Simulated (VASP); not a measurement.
# Pb (P6_3/mmc) in VASP: a series of runs, part 2 of 2

VASP 6.6.1. The steps go on from the part before.

## 3. Single point, PBE

INCAR

```
PREC     = Accurate       # precision mode
ENCUT    = 520            # plane-wave cutoff, eV
EDIFF    = 1E-6           # SCF threshold, eV
ISMEAR   = -1             # smearing method
SIGMA    = 0.08           # smearing width, eV
LREAL    = F              # projectors in reciprocal space
LASPH    = T              # aspherical terms in the spheres
NELM     = 100            # most SCF steps
ALGO     = Normal         # electronic algorithm
ISIF     = 2              # what is computed and relaxed
LWAVE    = F              # write WAVECAR
LCHARG   = F              # write CHGCAR
GGA      = PE             # functional
NBANDS   = 21             # bands
```

KPOINTS

```
Automatic mesh
0
Gamma
  7 7 4
```

POSCAR

```
Pb
1.0
    3.4800006906      0.0000000000      0.0000000000
   -1.7400003453      3.0137690032      0.0000000000
    0.0000000000      0.0000000000      5.5900000000
Pb
2
Direct
    0.3333333333      0.6666666667      0.2500000000
    0.6666666667      0.3333333333      0.7500000000
```

Potentials or basis: VASP PAW PBE potentials, release 64 (Pb_d).

Run with:

```bash
$ cat potpaw_PBE.64/Pb_d/POTCAR > POTCAR
$ mpirun -np 1 vasp_std > vasp.out
```

OUTCAR:

```text
PREC = Accurate
   ENCUT = 520
   EDIFF = 1E-6
   ISMEAR = -1
   LREAL = F
   LASPH = T
   NELM = 100
   ISIF = 2
   GGA = PE

 ion  position               nearest neighbor table
   1  0.333  0.667  0.250-   2 3.44   2 3.44   2 3.44   2 3.44   2 3.44   2 3.44
   2  0.667  0.333  0.750-   1 3.44   1 3.44   1 3.44   1 3.44   1 3.44   1 3.44

  LATTYP: Found a hexagonal cell.
 ALAT       =     3.4800006906
 C/A-ratio  =     1.6063215203

  Lattice vectors:

 A1 = (   3.4800006906,   0.0000000000,   0.0000000000)
 A2 = (  -1.7400003453,   3.0137690032,   0.0000000000)
 A3 = (   0.0000000000,   0.0000000000,   5.5900000000)

Analysis of symmetry for initial positions (statically):
=====================================================================
 Subroutine PRICEL returns:
 Original cell was already a primitive cell.

 Routine SETGRP: Setting up the symmetry group for a
 hexagonal supercell.

 Subroutine GETGRP returns: Found 24 space group operations
 (whereof 12 operations were pure point group operations)
 out of a pool of 24 trial point group operations.

The static configuration has the point symmetry D_3d.
 The point group associated with its full space group is D_6h.

Analysis of symmetry for dynamics (positions and initial velocities):
=====================================================================
 Subroutine PRICEL returns:
 Original cell was already a primitive cell.

 Routine SETGRP: Setting up the symmetry group for a
 hexagonal supercell.

 Subroutine GETGRP returns: Found 24 space group operations
 (whereof 12 operations were pure point group operations)
 out of a pool of 24 trial point group operations.

The dynamic configuration has the point symmetry D_3d.
 The point group associated with its full space group is D_6h.

[... 109 lines left out ...]
   NUPDOWN=      -1.0000    fix difference up-down
   EMIN   =  10.00;   EMAX   =-10.00  energy-range for DOS
   EFERMI =   0.00;   METHOD = LEGACY
   ISMEAR =    -1;   SIGMA  =   0.08  broadening in eV -4-tet -1-fermi 0-gaus
   EFERMI_NEDOS =   21; number of points for ismear=-14 and -15
   IALGO  =     38    algorithm
   IMIX   =      4    mixing-type and parameters
     AMIX     =   0.40;   BMIX     =  1.00
     AMIX_MAG =   1.60;   BMIX_MAG =  1.00
  volume/ion in A,a.u.               =      29.31       197.82
  Fermi-wavevector in a.u.,A,eV,Ry     =   1.279658  2.418202 22.279864  1.637524
  Thomas-Fermi vector in A             =   2.412130
   LORBIT       =      0    0 simple, 1 ext, 2 COOP (PROOUT), +10 PAW based schemes
   GGA     = PE    functional components
   LHFCALC =     F    Hartree Fock is set to
   AEXX    =    0.0000 exact exchange contribution
   IVDW    =     0    specifies the selected vdW correction
   LEPSILON=     F    determine dielectric tensor
   LRPA    =     F    only Hartree local field effects (RPA)
 non-spin polarized calculation
  energy-cutoff  :      520.00
  volume of cell :       58.63
 maximum number of plane-waves:      1592
 NGX is ok and might be reduce to    28
   NGX = 13   NGY = 13   NGZ = 21

 number of electron      28.0000005 magnetization

 Free energy of the ion-electron system (eV)
  ---------------------------------------------------
  ext. energy  EPLUGINS =         0.00000000
  ---------------------------------------------------
  free energy    TOTEN  =        -7.04726621 eV

  energy without entropy =       -7.02354509  energy(sigma->0) =       -7.03540565

 E-fermi :   7.7922     XC(G=0): -10.3516

 val. band max:        7.6854783948   @ k =   0.2857   0.2857   0.0000
 cond. band min:       7.9507997818   @ k =   0.2857   0.1429   0.2500
 fundamental gap:      0.2653213870
 Fermi energy:         7.7921883829

 k-point     1 :       0.0000    0.0000    0.0000
  band No.  band energies     occupation
      1      -9.4813      2.00000
      2      -9.4334      2.00000
      3      -9.4167      2.00000
      4      -9.4167      2.00000
      5      -9.3918      2.00000
      6      -9.3918      2.00000
[... 565 lines left out ...]
     20      16.8287      0.00000
     21      17.5634      0.00000

------------------------ aborting loop because EDIFF is reached ----------------------------------------

  FORCE on cell =-STRESS in cart. coord.  units (eV):
  Direction    XX          YY          ZZ          XY          YZ          ZX
  --------------------------------------------------------------------------------------
  -------------------------------------------------------------------------------------
  Total        1.4519110      1.4519110      1.2634516      0.0000000      0.0000000      0.0000000
  in kB       39.6779729     39.6779729     34.5277361      0.0000000      0.0000000      0.0000000
  external PRESSURE =      37.9612273 kB  Pullay stress =       0.0000000 kB

 VOLUME and BASIS-vectors are now :
 -----------------------------------------------------------------------------
  energy-cutoff  :      520.00
  volume of cell :       58.63
      direct lattice vectors                 reciprocal lattice vectors
     3.480000691  0.000000000  0.000000000     0.287356265  0.165905217  0.000000000
    -1.740000345  3.013769003  0.000000000     0.000000000  0.331810434  0.000000000
     0.000000000  0.000000000  5.590000000     0.000000000  0.000000000  0.178890877

 POSITION                                       TOTAL-FORCE (eV/Angst)
 -----------------------------------------------------------------------------------
     -0.00000      2.00918      1.39750        -0.000000      0.000000      0.000000
      1.74000      1.00459      4.19250         0.000000     -0.000000      0.000000
 -----------------------------------------------------------------------------------
    total drift:                               -0.000000      0.000000      0.000000

  FREE ENERGIE OF THE ION-ELECTRON SYSTEM (eV)
  ---------------------------------------------------
  free  energy   TOTEN  =        -7.0472662064 eV

  energy  without entropy=       -7.0235450947  energy(sigma->0) =       -7.03540565
```

It took 23 s on 1 thread of Intel Xeon Platinum 8488C (Sapphire Rapids), shared host; peak memory 0.18 GiB.

Results:

* Free energy: -7.0473 eV
* Pressure: 3.8 GPa
* Band gap on the k mesh: zero (bands 14 and 15 overlap by 6.54 eV)

Stress tensor (GPa, compression positive):
```
3.97 0.00 0.00
0.00 3.97 0.00
0.00 0.00 3.45
```

Levels at points of the mesh, in eV from the Fermi level:
```csv
k point,band 10,band 11,band 12,band 13,band 14,band 15,band 16,band 17,band 18,band 19
"(0.00, 0.00, 0.00)",-16.95,-12.12,-8.14,-4.46,5.44,5.44,7.34,7.34,8.01,8.63
"(0.00, 0.00, 0.50)",-17.02,-10.84,-10.84,0.88,0.88,6.35,6.35,6.35,6.35,9.08
```

Caveat: the cell stands under pressure; spin-orbit coupling is left out, which moves the levels of the heavy elements.

## 4. Single point, PBE

INCAR

```
SYSTEM = Pb
PREC = Accurate
ENCUT = 520
EDIFF = 1E-6
ISMEAR = -1
SIGMA = 0.08
LREAL = .False.
LASPH = .True.
NELM = 60
ALGO = Normal
ISIF = 2
LWAVE = .False.
LCHARG = .False.
GGA = PE
NBANDS = 21
```

KPOINTS

```
Automatic mesh
0
Gamma
  10 10 6
  0 0 0
```

POSCAR is that of step 3.

Run with:

```bash
$ cat potpaw_PBE.64/Pb_d/POTCAR > POTCAR
$ mpirun -np 1 vasp_std > vasp.out
```

It took 48 s on 1 thread of Intel Xeon Platinum 8488C (Sapphire Rapids), shared host; peak memory 0.19 GiB.

Results (log left out):

| Property | Result |
| --- | --- |
| Free energy | -7.0446 eV |
| Pressure | 3.9 GPa |
| Band gap on the k mesh | zero (bands 14 and 15 overlap by 7.26 eV) |

Stress tensor (GPa, compression positive):
```
3.38 0.00 0.00
0.00 3.38 0.00
0.00 0.00 4.84
```

Levels at points of the mesh, in eV from the Fermi level:
```csv
k point,band 10,band 11,band 12,band 13,band 14,band 15,band 16,band 17,band 18,band 19
"(0.00, 0.00, 0.00)",-16.79,-11.96,-7.99,-4.30,5.59,5.59,7.50,7.50,8.17,8.79
"(0.50, 0.00, 0.00)",-16.76,-8.40,-7.15,-2.88,-1.40,-0.52,1.79,1.98,5.81,6.17
"(0.00, 0.00, 0.50)",-16.86,-10.68,-10.68,1.03,1.03,6.50,6.50,6.50,6.50,9.24
"(0.50, 0.00, 0.50)",-16.77,-7.55,-7.55,-3.81,-3.81,3.45,3.45,3.78,3.78,6.99
```

Caveat: the cell stands under pressure; spin-orbit coupling is left out, which moves the levels of the heavy elements.

## 5. Single point, PBE (z stretched by -3 % at fixed volume)

INCAR

```
PREC     = Accurate       # precision mode
ENCUT    = 520            # plane-wave cutoff, eV
EDIFF    = 1E-7           # SCF threshold, eV
ISMEAR   = -1             # smearing method
SIGMA    = 0.08           # smearing width, eV
LREAL    = False          # projectors in reciprocal space
LASPH    = True           # aspherical terms in the spheres
NELM     = 100            # most SCF steps
ALGO     = Normal         # electronic algorithm
ISIF     = 2              # what is computed and relaxed
LWAVE    = False          # write WAVECAR
LCHARG   = False          # write CHGCAR
GGA      = PE             # functional
NBANDS   = 21             # bands
```

KPOINTS

```
regular mesh
0
Gamma
  14 14 8
```

POSCAR

```
Pb
1.0
    3.5334053558      0.0000000000      0.0000000000
   -1.7667026779      3.0600187999      0.0000000000
    0.0000000000      0.0000000000      5.4223000000
Pb
2
Direct
    0.3333333333      0.6666666667      0.2500000000
    0.6666666667      0.3333333333      0.7500000000
```

Potentials or basis: VASP PAW PBE potentials, release 64 (Pb_d).

Run with:

```bash
$ cat potpaw_PBE.64/Pb_d/POTCAR > POTCAR
$ mpirun -np 1 vasp_std > vasp.out
```

OUTCAR:

```text
PREC = Accurate
   ENCUT = 520
   EDIFF = 1E-7
   ISMEAR = -1
   LREAL = False
   LASPH = True
   NELM = 100
   ISIF = 2
   GGA = PE

 ion  position               nearest neighbor table
   1  0.333  0.667  0.250-   2 3.39   2 3.39   2 3.39   2 3.39   2 3.39   2 3.39
   2  0.667  0.333  0.750-   1 3.39   1 3.39   1 3.39   1 3.39   1 3.39   1 3.39

  LATTYP: Found a hexagonal cell.
 ALAT       =     3.5334053558
 C/A-ratio  =     1.5345819271

  Lattice vectors:

 A1 = (   3.5334053558,   0.0000000000,   0.0000000000)
 A2 = (  -1.7667026779,   3.0600187999,   0.0000000000)
 A3 = (   0.0000000000,   0.0000000000,   5.4223000000)

Analysis of symmetry for initial positions (statically):
=====================================================================
 Subroutine PRICEL returns:
 Original cell was already a primitive cell.

 Routine SETGRP: Setting up the symmetry group for a
 hexagonal supercell.

 Subroutine GETGRP returns: Found 24 space group operations
 (whereof 12 operations were pure point group operations)
 out of a pool of 24 trial point group operations.

The static configuration has the point symmetry D_3d.
 The point group associated with its full space group is D_6h.

Analysis of symmetry for dynamics (positions and initial velocities):
=====================================================================
 Subroutine PRICEL returns:
 Original cell was already a primitive cell.

 Routine SETGRP: Setting up the symmetry group for a
 hexagonal supercell.

 Subroutine GETGRP returns: Found 24 space group operations
 (whereof 12 operations were pure point group operations)
 out of a pool of 24 trial point group operations.

The dynamic configuration has the point symmetry D_3d.
 The point group associated with its full space group is D_6h.

 Subroutine INISYM returns: Found 24 space group operations
 (whereof 12 operations are pure point group operations),
[... 104 lines left out ...]
   POTIM  = 0.5000    time-step for ionic-motion
   TEBEG  =    0.0;   TEEND  =   0.0 temperature during run
   PSTRESS=    0.0 pullay stress
   NELECT =      28.0000    total number of electrons
   NUPDOWN=      -1.0000    fix difference up-down
   EMIN   =  10.00;   EMAX   =-10.00  energy-range for DOS
   EFERMI =   0.00;   METHOD = LEGACY
   ISMEAR =    -1;   SIGMA  =   0.08  broadening in eV -4-tet -1-fermi 0-gaus
   EFERMI_NEDOS =   21; number of points for ismear=-14 and -15
   IALGO  =     38    algorithm
   IMIX   =      4    mixing-type and parameters
     AMIX     =   0.40;   BMIX     =  1.00
     AMIX_MAG =   1.60;   BMIX_MAG =  1.00
  volume/ion in A,a.u.               =      29.31       197.82
  Fermi-wavevector in a.u.,A,eV,Ry     =   1.279658  2.418202 22.279864  1.637524
  Thomas-Fermi vector in A             =   2.412130
   LORBIT       =      0    0 simple, 1 ext, 2 COOP (PROOUT), +10 PAW based schemes
   GGA     = PE    functional components
   LHFCALC =     F    Hartree Fock is set to
   AEXX    =    0.0000 exact exchange contribution
   IVDW    =     0    specifies the selected vdW correction
   LEPSILON=     F    determine dielectric tensor
   LRPA    =     F    only Hartree local field effects (RPA)
 non-spin polarized calculation
  energy-cutoff  :      520.00
  volume of cell :       58.63
 maximum number of plane-waves:      1610
 NGX is ok and might be reduce to    28
   NGX = 13   NGY = 13   NGZ = 21

 number of electron      27.9999998 magnetization

 Free energy of the ion-electron system (eV)
  ---------------------------------------------------
  ext. energy  EPLUGINS =         0.00000000
  ---------------------------------------------------
  free energy    TOTEN  =        -7.01172256 eV

  energy without entropy =       -6.98654841  energy(sigma->0) =       -6.99913548

 E-fermi :   7.6191     XC(G=0): -10.3478

 val. band max:        7.6065942167   @ k =   0.2143   0.0714   0.5000
 cond. band min:       7.6221070434   @ k =   0.2857   0.0714   0.2500
 fundamental gap:      0.0155128266
 Fermi energy:         7.6191001630

 k-point     1 :       0.0000    0.0000    0.0000
  band No.  band energies     occupation
      1      -9.4738      2.00000
      2      -9.4057      2.00000
      3      -9.4057      2.00000
      4      -9.3926      2.00000
      5      -9.3775      2.00000
      6      -9.3775      2.00000
[... 565 lines left out ...]
     20      19.4796      0.00000
     21      21.4368      0.00000

 [... further k-points ...]
[... 5 lines left out ...]
  --------------------------------------------------------------------------------------
  -------------------------------------------------------------------------------------
  Total        1.0887053      1.0887053      2.5297597      0.0000000      0.0000000      0.0000000
  in kB       29.7522515     29.7522515     69.1335343      0.0000000      0.0000000      0.0000000
  external PRESSURE =      42.8793457 kB  Pullay stress =       0.0000000 kB

 VOLUME and BASIS-vectors are now :
 -----------------------------------------------------------------------------
  energy-cutoff  :      520.00
  volume of cell :       58.63
      direct lattice vectors                 reciprocal lattice vectors
     3.533405356  0.000000000  0.000000000     0.283013099  0.163397689  0.000000000
    -1.766702678  3.060018800  0.000000000     0.000000000  0.326795378  0.000000000
     0.000000000  0.000000000  5.422300000     0.000000000  0.000000000  0.184423584

 POSITION                                       TOTAL-FORCE (eV/Angst)
 -----------------------------------------------------------------------------------
     -0.00000      2.04001      1.35557        -0.000000      0.000000      0.000000
      1.76670      1.02001      4.06672         0.000000     -0.000000      0.000000
 -----------------------------------------------------------------------------------
    total drift:                               -0.000000      0.000000      0.000000

  FREE ENERGIE OF THE ION-ELECTRON SYSTEM (eV)
  ---------------------------------------------------
  free  energy   TOTEN  =        -7.0117225561 eV

  energy  without entropy=       -6.9865484105  energy(sigma->0) =       -6.99913548
```

OSZICAR:

```text
N       E                     dE             d eps       ncg     rms          rms(c)
DAV:   1     0.296514585419E+03    0.29651E+03   -0.14320E+04  5040   0.166E+03
DAV:   2     0.143451343932E+02   -0.28217E+03   -0.27564E+03  5080   0.410E+02
DAV:   3    -0.636381313382E+01   -0.20709E+02   -0.20524E+02  6101   0.137E+02
DAV:   4    -0.700715550205E+01   -0.64334E+00   -0.64294E+00  6060   0.272E+01
DAV:   5    -0.703879490320E+01   -0.31639E-01   -0.31638E-01  6955   0.557E+00    0.806E-01
DAV:   6    -0.701775331827E+01    0.21042E-01   -0.39407E-02  7086   0.266E+00    0.396E-01
DAV:   7    -0.701196791159E+01    0.57854E-02   -0.14757E-02  6971   0.165E+00    0.124E-01
DAV:   8    -0.701172923532E+01    0.23868E-03   -0.11353E-03  6763   0.447E-01    0.141E-02
DAV:   9    -0.701172307213E+01    0.61632E-05   -0.55441E-05  6936   0.113E-01    0.768E-03
DAV:  10    -0.701172250020E+01    0.57193E-06   -0.46493E-06  7254   0.270E-02    0.110E-03
DAV:  11    -0.701172267126E+01   -0.17107E-06   -0.53489E-07  6227   0.952E-03    0.596E-04
DAV:  12    -0.701172252494E+01    0.14632E-06   -0.58189E-08  3490   0.410E-03    0.139E-04
DAV:  13    -0.701172255609E+01   -0.31148E-07   -0.82969E-09  3305   0.155E-03
   1 F= -.70117226E+01 E0= -.69991355E+01  d E =-.251741E-01
```

stdout:

```text
POSCAR found type information on POSCAR Pb
 POSCAR found :  1 types and       2 ions
 scaLAPACK will be used
 LDA part: xc-table for (Slater+PW92), standard interpolation
 POSCAR, INCAR and KPOINTS ok, starting setup
 FFT: planning ... GRIDC
 FFT: planning ... GRID_SOFT
 FFT: planning ... GRID
 WAVECAR not read
 entering main loop
```

Wall time 89 s (1 thread of Intel Xeon Platinum 8488C (Sapphire Rapids), shared host); peak memory 0.25 GiB.

What came out:

- Free energy: -7.0117 eV
- Pressure: 4.3 GPa
- Band gap on the k mesh: zero (bands 14 and 15 overlap by 7.20 eV)

Levels at points of the mesh, in eV from the Fermi level:
```csv
k point,band 10,band 11,band 12,band 13,band 14,band 15,band 16,band 17,band 18,band 19
"(0.00, 0.00, 0.00)",-16.76,-11.95,-7.55,-4.15,5.09,5.09,7.15,7.15,8.27,8.75
"(0.50, 0.00, 0.00)",-16.72,-8.55,-7.22,-2.66,-1.05,-0.50,1.64,1.87,5.87,5.88
"(0.00, 0.00, 0.50)",-16.83,-10.57,-10.57,1.63,1.63,6.09,6.09,6.09,6.09,8.91
"(0.50, 0.00, 0.50)",-16.75,-7.61,-7.61,-3.79,-3.79,3.24,3.24,4.06,4.06,7.01
```

Caveat: the cell stands under pressure; spin-orbit coupling is left out, which moves the levels of the heavy elements.

## 6. The runs side by side

```tsv
cell	k mesh	gap on the mesh (eV)	pressure (GPa)
a = 3.480, b = 3.480, c = 5.590 Å, angles 90.0, 90.0, 120.0°, 2 atoms	4 × 4 × 2	none	2.4
a = 3.480, b = 3.480, c = 5.590 Å, angles 90.0, 90.0, 120.0°, 2 atoms	7 × 7 × 4	none	3.8
a = 3.480, b = 3.480, c = 5.590 Å, angles 90.0, 90.0, 120.0°, 2 atoms	10 × 10 × 6	none	3.9
a = 3.533, b = 3.533, c = 5.422 Å, angles 90.0, 90.0, 120.0°, 2 atoms	14 × 14 × 8	none	4.3
```

Alike in all rows: task single point; level PBE; potentials or basis VASP PAW PBE potentials, release 64 (Pb_d); no spin polarisation; cutoff (eV) 520; smearing fermi-dirac 0.08 eV.

Caveats: some runs use coarse meshes; spin-orbit coupling is left out, which moves the levels of the heavy elements; the cell stands under pressure (at least some runs).

Absolute energies hang on the potentials; compare differences alone.

The gap in the log of VASP goes by the Fermi energy; the results here count the filled bands.